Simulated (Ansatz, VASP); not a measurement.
One calculation of W, two programs

File INCAR:

```
SYSTEM = W
ALGO     = Normal         ! electronic algorithm
EDIFF    = 1E-6           ! SCF threshold, eV
ENCUT    = 500            ! plane-wave cutoff, eV
GGA      = PE             ! functional
GGA_COMPAT= .FALSE.      
ISIF     = 2              ! what is computed and relaxed
ISMEAR   = 0              ! smearing method
LASPH    = .TRUE.         ! aspherical terms in the spheres
LCHARG   = .TRUE.         ! write CHGCAR
LELF     = .TRUE.         ! ELF
LREAL    = .FALSE.        ! projectors in reciprocal space
LVHAR    = .TRUE.       
LWAVE    = .FALSE.        ! write WAVECAR
NBANDS   = 13             ! bands
NELM     = 120            ! most SCF steps
PREC     = Accurate       ! precision mode
SIGMA    = 0.15           ! smearing width, eV
```

File KPOINTS:

```
k-points
0
G
  20 20 20
  0 0 0
```

POSCAR

```
W
1.0
   -1.5573675000      1.5573675000      1.5973000000
    1.5573675000     -1.5573675000      1.5973000000
    1.5573675000      1.5573675000     -1.5973000000
W
1
Direct
    0.0000000000      0.0000000000      0.0000000000
```

Input for Ansatz:

```yaml
crystal:
  lattice:
    - [-1.5573675, 1.5573675, 1.5973]
    - [1.5573675, -1.5573675, 1.5973]
    - [1.5573675, 1.5573675, -1.5973]
  atoms:
    - { symbol: W, position: [0.0, 0.0, 0.0] }
basis:
  ecutwfc: 420
kpoints:
  mp_grid: { grid: [20, 20, 20] }
hamiltonian:
  xc: pbe
scf:
  occupations: { method: gaussian, width: 0.15 }
output:
  forces: true
  stress: true
  eigenvalues: true
```

Change from the starting cell: strain -0.025 along x and y, +0.000 along z, atoms carried along.

Alike in both runs: task single point; functional PBE; k mesh 20 × 20 × 20; occupations gaussian, width 0.15 eV; no spin polarisation.

|  | VASP | Ansatz |
| --- | --- | --- |
| version | VASP 6.6.1 | Ansatz 0.2.0 |
| potentials or method | VASP PAW PBE potentials, release 64 (W_sv), cutoff 500 eV | scalar-relativistic, plane waves, PAW |
| valence electrons in the cell | 14 | 14 |

VASP gave:

* gap on the k mesh at the Fermi level (eV): none
* pressure (GPa): 14.1
* traceless stress, the component that is largest in VASP (GPa): -6.10

Q: Estimate Ansatz's values.

A: gap on the k mesh at the Fermi level (eV): none; pressure (GPa): 13.4; traceless stress, the component that is largest in VASP (GPa): -6.09.

A gap of «none» marks a metal or a gap that the smearing closes. The functional is the same, so the differences come from potentials, cutoffs and numerics.

Neither program's run includes spin-orbit coupling.
